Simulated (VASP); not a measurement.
Here is a VASP 6.6.1 calculation.

Contents of INCAR:

```
PREC = Accurate
ENCUT = 520
EDIFF = 1E-7
ISMEAR = -1
SIGMA = 0.05
LREAL = Auto
LASPH = T
NELM = 80
ALGO = Normal
ISIF = 2
LWAVE = F
LCHARG = F
GGA = CA
NBANDS = 70
NELECT = 114.0
```

The input KPOINTS:

```
Automatic mesh
0
Gamma
  2 2 1
```

POSCAR

```
Cu5Sb2S8
1.0
    5.4338000000      0.0000000000      0.0000000000
    0.0000000000      5.4338000000      0.0000000000
    0.0000000000      0.0000000000     10.8676000000
Cu Sb S
5 2 8
Direct
   -0.0678162612      0.5205197100      0.2527052891
    0.5426589127      0.0128271191      0.2347252383
    0.1243328794     -0.0548787221      0.5175567743
   -0.0161765247      0.5221207994      0.7590268321
    0.3955611175      0.5843792558      0.0077846075
   -0.0446280688      0.0268872612     -0.0291232655
    0.6443925062      0.3105561486      0.5562313666
    0.2105892745      0.3115315249      0.1347307593
    0.6197136442      0.3554786705      0.3374802164
    0.2137362435      0.2930361809      0.6137049579
    0.2075159189      0.8624719349      0.3259597335
    0.7500644116      0.7632043874      0.6195572159
    0.2369428393      0.7899076153      0.8606224005
    0.7205270713      0.7510213847      0.1009882587
    0.7044977732      0.3222790681      0.8607880305
```

Potentials or basis: VASP PAW LDA potentials, release 64 (Cu, Sb, S).

The run is started by

```bash
$ cat potpaw_LDA.64/Cu/POTCAR potpaw_LDA.64/Sb/POTCAR potpaw_LDA.64/S/POTCAR > POTCAR
$ mpirun -np 1 vasp_std > vasp.out
```

Q: Estimate the largest force.

A: 1.839 eV/Å.

Forces in eV/Å, atoms in the order of the input:
```
Cu   0.955  0.571 -0.448
Cu  -0.360  0.037 -0.075
Cu  -0.577 -0.104 -0.187
Cu   0.315  0.414 -0.340
Cu   0.252 -0.710  0.405
Sb  -0.093  1.564  0.963
Sb   0.309  0.531  0.579
S    0.121 -0.194 -0.868
S   -0.280  0.171 -0.606
S   -0.208 -0.179  0.266
S   -0.575 -0.834  0.565
S    0.667 -0.599 -0.220
S    0.221 -0.339 -0.932
S   -0.594  0.038  0.802
S   -0.153 -0.366  0.096
```

Caveat: the k points lie up to 0.58 Å⁻¹ apart; the cell carries a net charge on a neutralising background, which shifts energy and pressure.
